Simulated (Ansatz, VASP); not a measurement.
# Fe in VASP and in Ansatz

Contents of INCAR:

```
  PREC = Accurate
  ENCUT = 520
  EDIFF = 1E-6
  ISMEAR = -1
  SIGMA = 0.1
  LREAL = F
  LASPH = T
  NELM = 80
  ALGO = Normal
  ISIF = 2
  LWAVE = F
  LCHARG = F
  NBANDS = 24
```

File KPOINTS:

```
Automatic mesh
0
Gamma
  17 17 5
```

Contents of POSCAR:

```
Fe
1.0
    2.4595009953      0.0000000000      0.0000000000
   -1.2297504977      2.1299903426      0.0000000000
    0.0000000000      0.0000000000      7.9155933654
Fe
4
Direct
    1.0000000000      0.0000000000      0.0000000000
    1.0000000000      0.0000000000      0.5000000000
    0.3333333333      0.6666666667      0.2500000000
    0.6666666667      0.3333333333      0.7500000000
```

Input for Ansatz:

```yaml
crystal:
  lattice:
    - [2.4595009953, 0.0, 0.0]
    - [-1.2297504977, 2.1299903426, 0.0]
    - [0.0, 0.0, 7.9155933654]
  atoms:
    - { symbol: Fe, position: [1.0, 0.0, 0.0] }
    - { symbol: Fe, position: [1.0, 0.0, 0.5] }
    - { symbol: Fe, position: [0.3333333333, 0.6666666667, 0.25] }
    - { symbol: Fe, position: [0.6666666667, 0.3333333333, 0.75] }
hamiltonian:
  xc: lda
  pseudopotentials:
    kind: paw
    azcp:
      Fe: "pseudopotentials/Fe.paw.azcp"
basis:
  ecutwfc: 420
  fft_grid_basis: typed
kpoints:
  mp_grid: { grid: [17, 17, 5], shift: [0, 0, 0] }
magnetization:
  spin_polarized: false
scf:
  occupations: { method: fermi_dirac, width: 0.1 }
  lower_state_search: "off"
output:
  stress: true
```

Alike in both runs: task single point; functional LDA; k mesh 17 × 17 × 5; occupations fermi-dirac, width 0.1 eV; no spin polarisation.

|  | VASP | Ansatz |
| --- | --- | --- |
| version | VASP 6.6.1 | Ansatz 0.2.0 |
| potentials or method | VASP PAW LDA potentials, release 64 (Fe), cutoff 520 eV | plane waves (420 eV) with PAW, scalar-relativistic |
| valence electrons in the cell | 32 | 64 |

|  | VASP | Ansatz | Ansatz less VASP |
| --- | --- | --- | --- |
| pressure (GPa) | -22.3 | -22.2 | +0.17 |
| traceless stress, the component that is largest in VASP (GPa) | -0.37 | -0.33 | +0.047 |

Ansatz warns that its potentials were made for another functional, while VASP's fit it. LDA's correlation is that of Perdew and Zunger in VASP and of Perdew and Wang (1992) in Ansatz. VASP's potentials hold 32 valence electrons a cell and Ansatz's 64, so a difference there can come from the potentials and not from the codes.
